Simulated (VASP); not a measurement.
# CsI (Pm-3m) in VASP: notebook, part 2 of 2

VASP 6.6.1.

**4. Single point, PBE**

This run uses another cell than the first one, of 48.93 Å³/atom.

The input, INCAR:

```
ALGO = Normal
EDIFF = 1E-6
ENCUT = 500
GGA = PE
GGA_COMPAT = False
ISIF = 2
ISMEAR = -1
LASPH = True
LCHARG = False
LREAL = False
LWAVE = False
NBANDS = 15
NELM = 120
PREC = Accurate
SIGMA = 0.02
```

The input, KPOINTS:

```
k-points
0
Gamma
  6 6 6
```

The input, POSCAR:

```
CsI
1.0
    4.6080834137      0.0000000000      0.0000000000
    0.0000000000      4.6080834137      0.0000000000
    0.0000000000      0.0000000000      4.6080834137
Cs I
1 1
Direct
    0.0000000000      0.0000000000      0.0000000000
    0.5000000000      0.5000000000      0.5000000000
```

Potentials or basis: VASP PAW PBE potentials, release 64 (Cs_sv, I).

Run with:

```console
> cat potpaw_PBE.64/Cs_sv/POTCAR potpaw_PBE.64/I/POTCAR > POTCAR
> mpirun -np 1 vasp_std > vasp.out
```

OUTCAR:

```text
EDIFF = 1E-6
   ENCUT = 500
   GGA = PE
   ISIF = 2
   ISMEAR = -1
   LASPH = True
   LREAL = False
   NELM = 120
   PREC = Accurate

 ion  position               nearest neighbor table
   1  0.000  0.000  0.000-
   2  0.500  0.500  0.500-

  LATTYP: Found a simple cubic cell.
 ALAT       =     4.6080834137

  Lattice vectors:

 A1 = (   4.6080834137,   0.0000000000,   0.0000000000)
 A2 = (   0.0000000000,   4.6080834137,   0.0000000000)
 A3 = (   0.0000000000,   0.0000000000,   4.6080834137)

Analysis of symmetry for initial positions (statically):
=====================================================================
 Subroutine PRICEL returns:
 Original cell was already a primitive cell.

 Routine SETGRP: Setting up the symmetry group for a
 simple cubic supercell.

 Subroutine GETGRP returns: Found 48 space group operations
 (whereof 48 operations were pure point group operations)
 out of a pool of 48 trial point group operations.

The static configuration has the point symmetry O_h .

Analysis of symmetry for dynamics (positions and initial velocities):
=====================================================================
 Subroutine PRICEL returns:
 Original cell was already a primitive cell.

 Routine SETGRP: Setting up the symmetry group for a
 simple cubic supercell.

 Subroutine GETGRP returns: Found 48 space group operations
 (whereof 48 operations were pure point group operations)
 out of a pool of 48 trial point group operations.

The dynamic configuration has the point symmetry O_h .

 Subroutine INISYM returns: Found 48 space group operations
 (whereof 48 operations are pure point group operations),
 and found     1 'primitive' translations

----------------------------------------------------------------------------------------

                                     Primitive cell

  volume of cell :      97.8500
[... 110 lines left out ...]
   LHFCALC =     F    Hartree Fock is set to
   AEXX    =    0.0000 exact exchange contribution
   IVDW    =     0    specifies the selected vdW correction
   LEPSILON=     F    determine dielectric tensor
   LRPA    =     F    only Hartree local field effects (RPA)
 non-spin polarized calculation
  energy-cutoff  :      500.00
  volume of cell :       97.85
 maximum number of plane-waves:      2517
 NGX is ok and might be reduce to    36
   NGX = 17   NGY = 17   NGZ = 17

 number of electron      16.0000002 magnetization

 Free energy of the ion-electron system (eV)
  ---------------------------------------------------
  ext. energy  EPLUGINS =         0.00000000
  ---------------------------------------------------
  free energy    TOTEN  =        -5.43736318 eV

  energy without entropy =       -5.43736318  energy(sigma->0) =       -5.43736318

 E-fermi :   1.0818     XC(G=0):  -7.6532

 val. band max:        0.6550729040   @ k =   0.5000   0.5000   0.0000
 cond. band min:       4.4442267602   @ k =   0.0000   0.0000   0.0000
 fundamental gap:      3.7891538561
 Fermi energy:         1.0817607195

 k-point     1 :       0.0000    0.0000    0.0000
  band No.  band energies     occupation
      1     -19.7703      2.00000
      2      -9.9615      2.00000
      3      -6.4744      2.00000
      4      -6.4744      2.00000
      5      -6.4744      2.00000
      6       0.5625      2.00000
      7       0.5625      2.00000
      8       0.5625      2.00000
      9       4.4442      0.00000
     10       4.8750      0.00000
     11       4.8750      0.00000
     12       8.3574      0.00000
     13       8.3574      0.00000
     14       8.3574      0.00000
[... 329 lines left out ...]
      2      -9.7069      2.00000
      3      -6.7075      2.00000
      4      -6.7075      2.00000
      5      -6.7075      2.00000
      6      -0.5883      2.00000
      7      -0.5883      2.00000
      8      -0.5883      2.00000
      9       7.7442      0.00000
     10       7.7442      0.00000
     11       7.7442      0.00000
     12       8.3901      0.00000
     13       8.3901      0.00000
     14       8.3901      0.00000
     15      10.3083      0.00000

------------------------ aborting loop because EDIFF is reached ----------------------------------------

  FORCE on cell =-STRESS in cart. coord.  units (eV):
  Direction    XX          YY          ZZ          XY          YZ          ZX
  --------------------------------------------------------------------------------------
  -------------------------------------------------------------------------------------
  Total        0.2689608      0.2689608      0.2689608      0.0000000      0.0000000     -0.0000000
  in kB        4.4039116      4.4039116      4.4039116      0.0000000      0.0000000     -0.0000000
  external PRESSURE =       4.4039116 kB  Pullay stress =       0.0000000 kB

 VOLUME and BASIS-vectors are now :
 -----------------------------------------------------------------------------
  energy-cutoff  :      500.00
  volume of cell :       97.85
      direct lattice vectors                 reciprocal lattice vectors
     4.608083414  0.000000000  0.000000000     0.217009961  0.000000000  0.000000000
     0.000000000  4.608083414  0.000000000     0.000000000  0.217009961  0.000000000
     0.000000000  0.000000000  4.608083414     0.000000000  0.000000000  0.217009961

 POSITION                                       TOTAL-FORCE (eV/Angst)
 -----------------------------------------------------------------------------------
      0.00000      0.00000      0.00000         0.000000      0.000000      0.000000
      2.30404      2.30404      2.30404         0.000000      0.000000      0.000000
 -----------------------------------------------------------------------------------
    total drift:                               -0.000000      0.000000      0.000000

  FREE ENERGIE OF THE ION-ELECTRON SYSTEM (eV)
  ---------------------------------------------------
  free  energy   TOTEN  =        -5.4373631832 eV

  energy  without entropy=       -5.4373631832  energy(sigma->0) =       -5.43736318
```

OSZICAR:

```text
N       E                     dE             d eps       ncg     rms          rms(c)
DAV:   1     0.840766963753E+02    0.84077E+02   -0.58869E+03   600   0.846E+02
DAV:   2     0.165933931736E+01   -0.82417E+02   -0.76415E+02   846   0.137E+02
DAV:   3    -0.548913804692E+01   -0.71485E+01   -0.71291E+01   838   0.452E+01
DAV:   4    -0.558161875768E+01   -0.92481E-01   -0.92475E-01   743   0.624E+00
DAV:   5    -0.558240161904E+01   -0.78286E-03   -0.78286E-03   817   0.543E-01    0.158E+00
DAV:   6    -0.545889253143E+01    0.12351E+00   -0.98011E-02   733   0.153E+00    0.110E+00
DAV:   7    -0.543346552098E+01    0.25427E-01   -0.10128E-01   747   0.152E+00    0.612E-01
DAV:   8    -0.543755766396E+01   -0.40921E-02   -0.13091E-02   614   0.611E-01    0.118E-01
DAV:   9    -0.543727588185E+01    0.28178E-03   -0.61352E-04   817   0.128E-01    0.529E-02
DAV:  10    -0.543736665359E+01   -0.90772E-04   -0.25020E-04   614   0.863E-02    0.366E-02
DAV:  11    -0.543736202512E+01    0.46285E-05   -0.12933E-05   768   0.171E-02    0.116E-02
DAV:  12    -0.543736318323E+01   -0.11581E-05   -0.38009E-06   670   0.128E-02    0.108E-03
DAV:  13    -0.543736318322E+01    0.16712E-10   -0.11235E-07   475   0.219E-03
   1 F= -.54373632E+01 E0= -.54373632E+01  d E =-.866824E-11
```

Wall time 38 s (1 thread of Intel Xeon 8259CL, shared host); peak memory 0.22 GiB.

What came out:

| Item | Value |
| --- | --- |
| Free energy | -5.4374 eV |
| Pressure | 0.4 GPa |
| Band gap on the k mesh | 3.79 eV (least direct gap 3.88 eV) |

Caveat: spin-orbit coupling is left out, which moves the levels of the heavy elements.

**5. The runs side by side**

| level | potentials or basis | cell | gap on the mesh (eV) | pressure (GPa) |
| --- | --- | --- | --- | --- |
| LDA | VASP PAW LDA potentials, release 64 (Cs_sv, I) | a = 4.402 Å, 2 atoms | 3.77 | 0.1 |
| PBEsol | VASP PAW PBE potentials, release 64 (Cs_sv, I) | a = 4.507 Å, 2 atoms | 3.83 | 0.1 |
| PBE | VASP PAW PBE potentials, release 64 (Cs_sv, I) | a = 4.608 Å, 2 atoms | 3.79 | 0.4 |

Alike in all rows: task single point; no spin polarisation; k mesh 6 × 6 × 6; cutoff (eV) 500; smearing fermi-dirac 0.02 eV.

Caveats: spin-orbit coupling is left out, which moves the levels of the heavy elements; the PAW data sets were made with another functional, which shifts forces and pressure a little (at least some runs).

Total energies depend on the potentials used, so only differences within one code and one set of settings carry meaning.
